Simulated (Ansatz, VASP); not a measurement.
# KCl in VASP and in Ansatz

```xyz
2
Lattice="3.6581 0.0000 0.0000 0.0000 3.6581 0.0000 0.0000 0.0000 3.6581" Properties=species:S:1:pos:R:3 pbc="T T T"
K     0.0000    0.0000    0.0000
Cl    1.8290    1.8290    1.8290
```

Change from the starting cell: volume scaled by 1.02, crystal datasets.

Alike in both runs: task electric field gradients; functional PBE; k mesh 7 × 7 × 7; occupations fermi-dirac, width 0.02 eV; no spin polarisation.

```csv
,VASP,Ansatz
version,VASP 6.6.1,Ansatz 0.2.0
potentials or method,"VASP PAW PBE potentials, release 64 (K_sv, Cl), cutoff 520 eV","all-electron PAW with datasets made for the crystal, scalar-relativistic"
```

```tsv
	VASP	Ansatz	Ansatz less VASP
gap on the k mesh at the Fermi level (eV)	5.50	5.51	+0.002
pressure (GPa)	3.8	3.7	-0.06
```

Ansatz ran all-electron here, and VASP with PAW potentials.
